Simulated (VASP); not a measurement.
# Cr (Im-3m) in VASP: notebook, part 2 of 2

VASP 6.6.1. The steps go on from the part before.

## (3) Single point, PBE, collinear spin, antiferromagnetic start

Input file INCAR:

```
SYSTEM = Cr
  ALGO = Normal
  EDIFF = 1E-6
  ENCUT = 520
  GGA = PE
  ISIF = 2
  ISMEAR = -1
  ISPIN = 2
  LASPH = .TRUE.
  LCHARG = .FALSE.
  LMAXMIX = 4
  LORBIT = 11
  LREAL = .FALSE.
  LWAVE = .FALSE.
  MAGMOM = 3 -3 3 -3
  NBANDS = 36
  NELM = 150
  PREC = Accurate
  SIGMA = 0.05
```

Input file KPOINTS:

```
k-points
0
G
  10 10 5
  0 0 0
```

Input file POSCAR:

```
Cr
1.0
    2.9688993551      0.0000000000      0.0000000000
    0.0000000000      2.9688993551      0.0000000000
    0.0000000000      0.0000000000      5.9377987102
Cr
4
Direct
    0.0000000000      0.0000000000      0.0000000000
    0.0000000000      0.0000000000      0.5000000000
    0.5000000000      0.5000000000      0.2500000000
    0.5000000000      0.5000000000      0.7500000000
```

Potentials or basis: VASP PAW PBE potentials, release 64 (Cr_pv).

Launch:

```console
> cat potpaw_PBE.64/Cr_pv/POTCAR > POTCAR
> mpirun -np 1 vasp_std > vasp.out
```

OUTCAR:

```text
SYSTEM = Cr
   EDIFF = 1E-6
   ENCUT = 520
   GGA = PE
   ISIF = 2
   ISMEAR = -1
   ISPIN = 2
   LASPH = .TRUE.
   LORBIT = 11
   LREAL = .FALSE.
   NELM = 150
   PREC = Accurate

 ion  position               nearest neighbor table
   1  0.000  0.000  0.000-   3 2.57   4 2.57   3 2.57   4 2.57   3 2.57   4 2.57   3 2.57   4 2.57
                             2 2.97   2 2.97
   2  0.000  0.000  0.500-   3 2.57   4 2.57   3 2.57   4 2.57   3 2.57   4 2.57   3 2.57   4 2.57
                             1 2.97   1 2.97
   3  0.500  0.500  0.250-   1 2.57   2 2.57   1 2.57   2 2.57   1 2.57   2 2.57   1 2.57   2 2.57
                             4 2.97   4 2.97
   4  0.500  0.500  0.750-   1 2.57   2 2.57   1 2.57   2 2.57   1 2.57   2 2.57   1 2.57   2 2.57
                             3 2.97   3 2.97

  LATTYP: Found a simple tetragonal cell.
 ALAT       =     2.9688993551
 C/A-ratio  =     2.0000000000

  Lattice vectors:

 A1 = (   2.9688993551,   0.0000000000,   0.0000000000)
 A2 = (   0.0000000000,   2.9688993551,   0.0000000000)
 A3 = (   0.0000000000,   0.0000000000,   5.9377987102)

Analysis of symmetry for initial positions (statically):
=====================================================================
 Subroutine PRICEL returns following result:

  LATTYP: Found a body centered cubic cell.
 ALAT       =     2.9688993551

  Lattice vectors:

 A1 = (   1.4844496776,   1.4844496776,  -1.4844496775)
 A2 = (  -1.4844496776,   1.4844496775,   1.4844496775)
 A3 = (   1.4844496776,  -1.4844496775,   1.4844496776)
[... 6 lines left out ...]
 Subroutine GETGRP returns: Found 16 space group operations
 (whereof 16 operations were pure point group operations)
 out of a pool of 16 trial point group operations.

The static configuration has the point symmetry D_4h.

Analysis of symmetry for dynamics (positions and initial velocities):
=====================================================================
 Subroutine PRICEL returns following result:

  LATTYP: Found a body centered cubic cell.
 ALAT       =     2.9688993551

  Lattice vectors:

 A1 = (   1.4844496776,   1.4844496776,  -1.4844496775)
 A2 = (  -1.4844496776,   1.4844496775,   1.4844496775)
 A3 = (   1.4844496776,  -1.4844496775,   1.4844496776)
[... 6 lines left out ...]
 Subroutine GETGRP returns: Found 16 space group operations
 (whereof 16 operations were pure point group operations)
 out of a pool of 16 trial point group operations.

The dynamic configuration has the point symmetry D_4h.

Analysis of structural, dynamic, and magnetic symmetry:
=====================================================================
 Subroutine PRICEL returns following result:

  LATTYP: Found a simple cubic cell.
 ALAT       =     2.9688993551

  Lattice vectors:

 A1 = (   2.9688993551,   0.0000000000,   0.0000000000)
 A2 = (   0.0000000000,   2.9688993551,   0.0000000000)
 A3 = (   0.0000000000,   0.0000000000,   2.9688993551)
[... 6 lines left out ...]
 Subroutine GETGRP returns: Found 16 space group operations
 (whereof  8 operations were pure point group operations)
 out of a pool of 16 trial point group operations.

The overall configuration has the point symmetry C_4v.
 The point group associated with its full space group is D_4h.

 Subroutine INISYM returns: Found 16 space group operations
 (whereof  8 operations are pure point group operations),
 and found     2 'primitive' translations

----------------------------------------------------------------------------------------

[... 89 lines left out ...]
   LASPH  =      T    aspherical Exc in radial PAW
   ENCUT  =  520.0 eV  38.22 Ry    6.18 a.u.   5.52  5.52 11.04*2*pi/ulx,y,z
   NELM   =    150;   NELMIN=  2; NELMDL= -5     # of ELM steps
   EDIFF  = 0.1E-05   stopping-criterion for ELM
   LREAL  =      F    real-space projection
[... 7 lines left out ...]
   TEBEG  =    0.0;   TEEND  =   0.0 temperature during run
   PSTRESS=    0.0 pullay stress
   NELECT =      48.0000    total number of electrons
   NUPDOWN=      -1.0000    fix difference up-down
   EMIN   =  10.00;   EMAX   =-10.00  energy-range for DOS
   EFERMI =   0.00;   METHOD = LEGACY
   ISMEAR =    -1;   SIGMA  =   0.05  broadening in eV -4-tet -1-fermi 0-gaus
   EFERMI_NEDOS =   21; number of points for ismear=-14 and -15
   IALGO  =     38    algorithm
   IMIX   =      4    mixing-type and parameters
     AMIX     =   0.40;   BMIX     =  1.00
     AMIX_MAG =   1.60;   BMIX_MAG =  1.00
  volume/ion in A,a.u.               =      13.08        88.30
  Fermi-wavevector in a.u.,A,eV,Ry     =   1.590559  3.005721 34.421077  2.529878
  Thomas-Fermi vector in A             =   2.689235
   LORBIT       =     11    0 simple, 1 ext, 2 COOP (PROOUT), +10 PAW based schemes
   GGA     = PE    functional components
   LHFCALC =     F    Hartree Fock is set to
   AEXX    =    0.0000 exact exchange contribution
   IVDW    =     0    specifies the selected vdW correction
   LEPSILON=     F    determine dielectric tensor
   LRPA    =     F    only Hartree local field effects (RPA)
 spin polarized calculation
  energy-cutoff  :      520.00
  volume of cell :       52.34
 maximum number of plane-waves:      1447
 NGX is ok and might be reduce to    24
   NGX = 11   NGY = 11   NGZ = 23

 number of electron      48.0000032 magnetization       0.0000000

 number of electron      48.0000032 magnetization      -0.0000000

 Free energy of the ion-electron system (eV)
  ---------------------------------------------------
  ext. energy  EPLUGINS =         0.00000000
  ---------------------------------------------------
  free energy    TOTEN  =       -37.53422218 eV

  energy without entropy =      -37.50877154  energy(sigma->0) =      -37.52149686

 E-fermi :   9.2765     XC(G=0): -12.9666

 val. band max:        9.2740014612   @ k =   0.1000   0.1000   0.4000
 cond. band min:       9.2956360586   @ k =   0.4000   0.1000   0.2000
 fundamental gap:      0.0216345974
 Fermi energy:         9.2765450524

 spin component 1

 k-point     1 :       0.0000    0.0000    0.0000
  band No.  band energies     occupation
      1     -34.0254      1.00000
      2     -34.0254      1.00000
      3     -34.0254      1.00000
      4     -33.9188      1.00000
      5     -33.9188      1.00000
      6     -33.8045      1.00000
[... 925 lines left out ...]
     35      12.7317      0.00000
     36      16.1191      0.00000

 [... further k-points ...]

 spin component 2

 k-point     1 :       0.0000    0.0000    0.0000
  band No.  band energies     occupation
      1     -34.0254      1.00000
      2     -34.0254      1.00000
      3     -34.0254      1.00000
      4     -33.9188      1.00000
      5     -33.9188      1.00000
      6     -33.8045      1.00000
[... 925 lines left out ...]
     35      12.7317      0.00000
     36      16.1191      0.00000

 [... further k-points ...]

------------------------ aborting loop because EDIFF is reached ----------------------------------------

  FORCE on cell =-STRESS in cart. coord.  units (eV):
  Direction    XX          YY          ZZ          XY          YZ          ZX
  --------------------------------------------------------------------------------------
  -------------------------------------------------------------------------------------
  Total       -8.1276296     -8.1276296     -8.1278010      0.0000000      0.0000000     -0.0000000
  in kB     -248.8044047   -248.8044047   -248.8096499      0.0000000      0.0000000     -0.0000000
  external PRESSURE =    -248.8061531 kB  Pullay stress =       0.0000000 kB

 VOLUME and BASIS-vectors are now :
 -----------------------------------------------------------------------------
  energy-cutoff  :      520.00
  volume of cell :       52.34
      direct lattice vectors                 reciprocal lattice vectors
     2.968899355  0.000000000  0.000000000     0.336825160  0.000000000  0.000000000
     0.000000000  2.968899355  0.000000000     0.000000000  0.336825160  0.000000000
     0.000000000  0.000000000  5.937798710     0.000000000  0.000000000  0.168412580

 POSITION                                       TOTAL-FORCE (eV/Angst)
 -----------------------------------------------------------------------------------
      0.00000      0.00000      0.00000         0.000000     -0.000000     -0.000137
      0.00000      0.00000      2.96890        -0.000000     -0.000000     -0.000137
      1.48445      1.48445      1.48445         0.000000      0.000000      0.000137
      1.48445      1.48445      4.45335        -0.000000      0.000000      0.000137
 -----------------------------------------------------------------------------------
    total drift:                                0.000000     -0.000000     -0.000000

  FREE ENERGIE OF THE ION-ELECTRON SYSTEM (eV)
  ---------------------------------------------------
  free  energy   TOTEN  =       -37.5342221805 eV

  energy  without entropy=      -37.5087715436  energy(sigma->0) =      -37.52149686

 total charge

# of ion       s       p       d       tot
------------------------------------------
    1        0.397   6.332   4.083  10.812
    2        0.397   6.332   4.083  10.812
    3        0.397   6.332   4.083  10.812
    4        0.397   6.332   4.083  10.812
--------------------------------------------------
tot          1.588  25.330  16.331  43.249

 magnetization (x)

# of ion       s       p       d       tot
------------------------------------------
    1        0.000   0.000   0.000   0.000
    2       -0.000  -0.000  -0.000  -0.000
    3        0.000   0.000   0.000   0.000
    4       -0.000  -0.000  -0.000  -0.000
--------------------------------------------------
tot          0.000   0.000   0.000   0.000
```

stdout:

```text
POSCAR found type information on POSCAR Cr
 POSCAR found :  1 types and       4 ions
 scaLAPACK will be used
 LDA part: xc-table for (Slater+PW92), standard interpolation
 POSCAR, INCAR and KPOINTS ok, starting setup
 FFT: planning ... GRIDC
 FFT: planning ... GRID_SOFT
 FFT: planning ... GRID
 WAVECAR not read
 entering main loop
```

Wall time 1.7 min (1 thread of Intel Xeon 6975P-C (Granite Rapids), shared host); peak memory 0.29 GiB.

Results:

- Free energy: -37.5342 eV
- Pressure: -24.9 GPa
- Band gap on the k mesh: zero (filled and empty bands overlap)
- Net moment: 0.00 μB per cell
- Valence electrons inside the program's atomic spheres: Cr 10.81

Caveat: the cell stands under tension; the moments typed at the start vanished in this run.

The gap in the log of VASP goes by the Fermi energy; the results here count the filled bands.